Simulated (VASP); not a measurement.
# FeO (Fm-3m) in VASP: notebook

FeO is run at these levels: BLYP+D4, revPBE; tasks: single point.

Program: VASP 6.6.1. These are calculated values, not measurements. Logs are shortened: lines on timing, memory, paths and dates and some standing lists are left out, and cuts for length are marked.

### Step 1. The cell of the first run

Symmetry: Fm-3m, No. 225, cubic system. Conventional cell: a = 4.339 Å, b = 4.339 Å, c = 4.339 Å, α = 90.00°, β = 90.00°, γ = 90.00°. Within 2.9 Å of Fe (site symmetry m-3m) lie 6 O at 2.17 Å. O (site symmetry m-3m) has 6 Fe at 2.17 Å within 2.9 Å.

### Step 2. Single point, BLYP+D4, collinear spin, ferromagnetic start

The input, INCAR:

```
AGGAC    = 1.0          
AGGAX    = 1.0          
ALDAC    = 0.0          
ALDAX    = 1.0          
ALGO     = Normal         # electronic algorithm
EDIFF    = 1E-6           # SCF threshold, eV
ENCUT    = 700            # plane-wave cutoff, eV
GGA      = B5             # functional
GGA_COMPAT= False        
ISIF     = 2              # what is computed and relaxed
ISMEAR   = -1             # smearing method
ISPIN    = 2              # spin polarisation
IVDW     = 13             # dispersion correction
LASPH    = True           # aspherical terms in the spheres
LCHARG   = False          # write CHGCAR
LMAXMIX  = 4              # l up to which the mixer works
LORBIT   = 11             # projections on sites
LREAL    = False          # projectors in reciprocal space
LWAVE    = False          # write WAVECAR
MAGMOM   = 3 0            # initial moments
NBANDS   = 22             # bands
NELM     = 200            # most SCF steps
PREC     = Accurate       # precision mode
SIGMA    = 0.05           # smearing width, eV
VDW_A1   = 0.44488865   
VDW_A2   = 4.0933009    
VDW_S6   = 1.0          
VDW_S8   = 2.34076671
```

The input, KPOINTS:

```
k-points
0
Gamma
  11 11 11
```

The input, POSCAR:

```
FeO
1.0
    0.0000000000      2.1696745882      2.1696745882
    2.1696745882      0.0000000000      2.1696745882
    2.1696745882      2.1696745882      0.0000000000
Fe O
1 1
Direct
    0.0000000000      0.0000000000      0.0000000000
    0.5000000000      0.5000000000      0.5000000000
```

Potentials or basis: VASP PAW PBE potentials, release 64 (Fe_sv, O).

The run is started by

```bash
cat potpaw_PBE.64/Fe_sv/POTCAR potpaw_PBE.64/O/POTCAR > POTCAR
mpirun -np 1 vasp_std > vasp.out
```

OUTCAR:

```text
EDIFF = 1E-6
   ENCUT = 700
   GGA = B5
   ISIF = 2
   ISMEAR = -1
   ISPIN = 2
   IVDW = 13
   LASPH = True
   LORBIT = 11
   LREAL = False
   NELM = 200
   PREC = Accurate

 ion  position               nearest neighbor table
   1  0.000  0.000  0.000-   2 2.17   2 2.17   2 2.17   2 2.17   2 2.17   2 2.17
   2  0.500  0.500  0.500-   1 2.17   1 2.17   1 2.17   1 2.17   1 2.17   1 2.17

  LATTYP: Found a face centered cubic cell.
 ALAT       =     4.3393491764

  Lattice vectors:

 A1 = (   0.0000000000,   2.1696745882,   2.1696745882)
 A2 = (   2.1696745882,   0.0000000000,   2.1696745882)
 A3 = (   2.1696745882,   2.1696745882,   0.0000000000)

Analysis of symmetry for initial positions (statically):
=====================================================================
 Subroutine PRICEL returns:
 Original cell was already a primitive cell.

 Routine SETGRP: Setting up the symmetry group for a
 face centered cubic supercell.

 Subroutine GETGRP returns: Found 48 space group operations
 (whereof 48 operations were pure point group operations)
 out of a pool of 48 trial point group operations.

The static configuration has the point symmetry O_h .

Analysis of symmetry for dynamics (positions and initial velocities):
=====================================================================
 Subroutine PRICEL returns:
 Original cell was already a primitive cell.

 Routine SETGRP: Setting up the symmetry group for a
 face centered cubic supercell.

 Subroutine GETGRP returns: Found 48 space group operations
 (whereof 48 operations were pure point group operations)
 out of a pool of 48 trial point group operations.

The dynamic configuration has the point symmetry O_h .

Analysis of structural, dynamic, and magnetic symmetry:
=====================================================================
 Subroutine PRICEL returns:
 Original cell was already a primitive cell.

 Routine SETGRP: Setting up the symmetry group for a
 face centered cubic supercell.

 Subroutine GETGRP returns: Found 48 space group operations
 (whereof 48 operations were pure point group operations)
 out of a pool of 48 trial point group operations.

The overall configuration has the point symmetry O_h .

 Subroutine INISYM returns: Found 48 space group operations
 (whereof 48 operations are pure point group operations),
 and found     1 'primitive' translations

----------------------------------------------------------------------------------------

                                     Primitive cell

  volume of cell :      20.4274
[... 111 lines left out ...]
  Fermi-wavevector in a.u.,A,eV,Ry     =   1.678074  3.171100 38.313088  2.815933
  Thomas-Fermi vector in A             =   2.762228
   LORBIT       =     11    0 simple, 1 ext, 2 COOP (PROOUT), +10 PAW based schemes
   GGA     = B5    functional components
   LHFCALC =     F    Hartree Fock is set to
   AEXX    =    0.0000 exact exchange contribution
   IVDW    =    13    specifies the selected vdW correction
   LEPSILON=     F    determine dielectric tensor
   LRPA    =     F    only Hartree local field effects (RPA)
 spin polarized calculation
  energy-cutoff  :      700.00
  volume of cell :       20.43
 maximum number of plane-waves:       881
   NGX = 13   NGY = 13   NGZ = 13

 number of electron      21.9999987 magnetization       3.9997297

 Free energy of the ion-electron system (eV)
  ---------------------------------------------------
  ext. energy  EPLUGINS =         0.00000000
  ---------------------------------------------------
  free energy    TOTEN  =       -13.99500823 eV

  energy without entropy =      -13.98243349  energy(sigma->0) =      -13.98872086

 E-fermi :   9.7841     XC(G=0): -11.8493

 val. band max:        9.7620436258   @ k =  -0.2727   0.1818   0.0000
 cond. band min:       9.7860591138   @ k =  -0.2727   0.3636   0.0909
 fundamental gap:      0.0240154879
 Fermi energy:         9.7840886799

 spin component 1

 k-point     1 :       0.0000    0.0000    0.0000
  band No.  band energies     occupation
      1     -79.6106      1.00000
      2     -45.8521      1.00000
      3     -45.8521      1.00000
      4     -45.8521      1.00000
      5     -10.6366      1.00000
      6       6.0555      1.00000
[... 589 lines left out ...]
     21      36.0421      0.00000
     22      37.8955      0.00000

 [... further k-points ...]

 spin component 2

 k-point     1 :       0.0000    0.0000    0.0000
  band No.  band energies     occupation
      1     -75.5100      1.00000
      2     -41.8774      1.00000
      3     -41.8774      1.00000
      4     -41.8774      1.00000
      5     -10.1063      1.00000
      6       6.6185      1.00000
[... 589 lines left out ...]
     21      36.6676      0.00000
     22      38.5667      0.00000

 [... further k-points ...]

------------------------ aborting loop because EDIFF is reached ----------------------------------------

  DFT-D4 for vdW energy calculation

  Edisp (eV):   -1.26516

  FORCE on cell =-STRESS in cart. coord.  units (eV):
  Direction    XX          YY          ZZ          XY          YZ          ZX
  --------------------------------------------------------------------------------------
  -------------------------------------------------------------------------------------
  Total      -0.80576    -0.80576    -0.80576     0.00000    -0.00000     0.00000
  in kB     -63.19802   -63.19802   -63.19802     0.00000    -0.00000     0.00000
  external pressure =      -63.20 kB  Pullay stress =        0.00 kB

 VOLUME and BASIS-vectors are now :
 -----------------------------------------------------------------------------
  energy-cutoff  :      700.00
  volume of cell :       20.43
      direct lattice vectors                 reciprocal lattice vectors
     0.000000000  2.169674588  2.169674588    -0.230449305  0.230449305  0.230449305
     2.169674588  0.000000000  2.169674588     0.230449305 -0.230449305  0.230449305
     2.169674588  2.169674588  0.000000000     0.230449305  0.230449305 -0.230449305

 POSITION                                       TOTAL-FORCE (eV/Angst)
 -----------------------------------------------------------------------------------
      0.00000      0.00000      0.00000        -0.000000      0.000000     -0.000000
      2.16967      2.16967      2.16967         0.000000     -0.000000      0.000000
 -----------------------------------------------------------------------------------
    total drift:                                0.000000      0.000000      0.000000

  FREE ENERGIE OF THE ION-ELECTRON SYSTEM (eV)
  ---------------------------------------------------
  free  energy   TOTEN  =       -15.2601708220 eV

  energy  without entropy=      -15.2475960752  energy(sigma->0) =      -15.25388345

 total charge

# of ion       s       p       d       tot
------------------------------------------
    1        2.100   5.991   5.541  13.633
    2        1.544   3.455   0.000   4.999
--------------------------------------------------
tot          3.644   9.446   5.541  18.632

 magnetization (x)

# of ion       s       p       d       tot
------------------------------------------
    1        0.013   0.009   3.438   3.461
    2        0.030   0.284   0.000   0.314
--------------------------------------------------
tot          0.043   0.293   3.438   3.775
```

OSZICAR:

```text
N       E                     dE             d eps       ncg     rms          rms(c)
DAV:   1     0.334154089415E+03    0.33415E+03   -0.14229E+04  5050   0.159E+03
DAV:   2     0.254233643427E+01   -0.33161E+03   -0.31243E+03  5024   0.496E+02
DAV:   3    -0.165377505241E+02   -0.19080E+02   -0.18799E+02  5928   0.136E+02
DAV:   4    -0.168743360398E+02   -0.33659E+00   -0.33650E+00  5494   0.197E+01
DAV:   5    -0.168835777481E+02   -0.92417E-02   -0.92413E-02  6012   0.340E+00    0.168E+01
DAV:   6    -0.145669063037E+02    0.23167E+01   -0.15360E+01  7866   0.553E+01    0.246E+01
DAV:   7    -0.140192667549E+02    0.54764E+00   -0.27998E+00  7110   0.332E+01    0.105E+01
DAV:   8    -0.140092951627E+02    0.99716E-02   -0.14096E-01  5640   0.326E+00    0.570E+00
DAV:   9    -0.139976094064E+02    0.11686E-01   -0.48023E-02  7676   0.299E+00    0.113E+00
DAV:  10    -0.139946034819E+02    0.30059E-02   -0.14887E-02  7642   0.206E+00    0.186E-01
DAV:  11    -0.139949269591E+02   -0.32348E-03   -0.14041E-03  6424   0.321E-01    0.868E-02
DAV:  12    -0.139949945519E+02   -0.67593E-04   -0.13570E-04  6172   0.132E-01    0.431E-02
DAV:  13    -0.139950096630E+02   -0.15111E-04   -0.39802E-05  5694   0.686E-02    0.149E-02
DAV:  14    -0.139950078669E+02    0.17961E-05   -0.56752E-06  6736   0.209E-02    0.559E-03
DAV:  15    -0.139950082322E+02   -0.36530E-06   -0.69682E-07  3780   0.745E-03
   1 F= -.15260171E+02 E0= -.15253883E+02  d E =-.125747E-01  mag=     4.0001
```

Run time: 47 s. Hardware: 1 thread of AMD EPYC 9R45 (Zen 5), shared host; peak memory 0.17 GiB.

Results:

| Item | Value |
| --- | --- |
| Free energy | -15.2602 eV |
| Pressure | -6.3 GPa |
| Band gap on the k mesh | zero (filled and empty bands overlap) |
| Net moment | 4.00 μB per cell |
| Site moments | Fe +3.46; O +0.31 μB |
| Valence electrons inside the program's atomic spheres | Fe 13.63; O 5.00 |
| Dispersion energy per atom | -0.633 eV |

Levels at points of the mesh, in eV from the Fermi level:
Spin up:
```csv
k point,band 11,band 12,band 13,band 14,band 15,band 16
"(0.00, 0.00, 0.00)",-3.70,-3.50,-3.50,0.34,15.99,17.23
```
Spin down:
```csv
k point,band 5,band 6,band 7,band 8,band 9,band 10,band 11,band 12,band 13,band 14
"(0.00, 0.00, 0.00)",-19.89,-3.17,-3.17,-3.17,-0.71,-0.71,-0.71,0.20,0.20,1.05
```

Caveat: the cell stands under tension; the PAW data sets were made with another functional, which shifts forces and pressure a little; a cell with one magnetic atom can't hold antiferromagnetic order, which such compounds often take; semilocal functionals often make such compounds metallic where correlation or magnetic order opens a gap, which also shifts bond lengths.

### Step 3. Single point, revPBE, collinear spin, ferromagnetic start

This run uses another cell than the first one, of 9.61 Å³/atom.

The input, INCAR:

```
SYSTEM = FeO
ALGO = Normal
EDIFF = 1E-6
ENCUT = 700
GGA = RE
GGA_COMPAT = .FALSE.
ISIF = 2
ISMEAR = -1
ISPIN = 2
LASPH = .TRUE.
LCHARG = .FALSE.
LMAXMIX = 4
LORBIT = 11
LREAL = .FALSE.
LWAVE = .FALSE.
MAGMOM = 3 0
NBANDS = 22
NELM = 200
PREC = Accurate
SIGMA = 0.05
```

The input, KPOINTS:

```
k-points
0
G
  11 11 11
  0 0 0
```

The input, POSCAR:

```
FeO
1.0
    0.0000000000      2.1262694020      2.1262694020
    2.1262694020      0.0000000000      2.1262694020
    2.1262694020      2.1262694020      0.0000000000
Fe O
1 1
Direct
    0.0000000000      0.0000000000      0.0000000000
    0.5000000000      0.5000000000      0.5000000000
```

Potentials or basis: VASP PAW PBE potentials, release 64 (Fe_sv, O).

The run is started by

```bash
cat potpaw_PBE.64/Fe_sv/POTCAR potpaw_PBE.64/O/POTCAR > POTCAR
mpirun -np 1 vasp_std > vasp.out
```

It took 46 s on 1 thread of Intel Xeon Platinum 8488C (Sapphire Rapids), shared host; peak memory 0.2 GiB.

The run converged. Its results:

* Free energy: -14.3120 eV
* Pressure: 11.1 GPa
* Band gap on the k mesh: zero (filled and empty bands overlap)
* Net moment: 4.00 μB per cell
* Site moments: Fe +3.48; O +0.30 μB
* Valence electrons inside the program's atomic spheres: Fe 13.64; O 5.03

Levels at points of the mesh, in eV from the Fermi level:
Spin up:
| k point | band 10 | band 11 | band 12 | band 13 | band 14 | band 15 | band 16 | band 17 |
| --- | --- | --- | --- | --- | --- | --- | --- | --- |
| (0.00, 0.00, 0.00) | -3.97 | -3.97 | -3.75 | -3.75 | 0.24 | 15.40 | 17.29 | 17.29 |
Spin down:
| k point | band 6 | band 7 | band 8 | band 9 | band 10 | band 11 | band 12 | band 13 |
| --- | --- | --- | --- | --- | --- | --- | --- | --- |
| (0.00, 0.00, 0.00) | -3.48 | -3.48 | -3.48 | -0.79 | -0.79 | -0.79 | 0.24 | 0.24 |

Caveat: the cell stands under pressure; the PAW data sets were made with another functional, which shifts forces and pressure a little; a cell with one magnetic atom can't hold antiferromagnetic order, which such compounds often take; semilocal functionals often make such compounds metallic where correlation or magnetic order opens a gap, which also shifts bond lengths.

The gap in the log of VASP goes by the Fermi energy; the results here count the filled bands.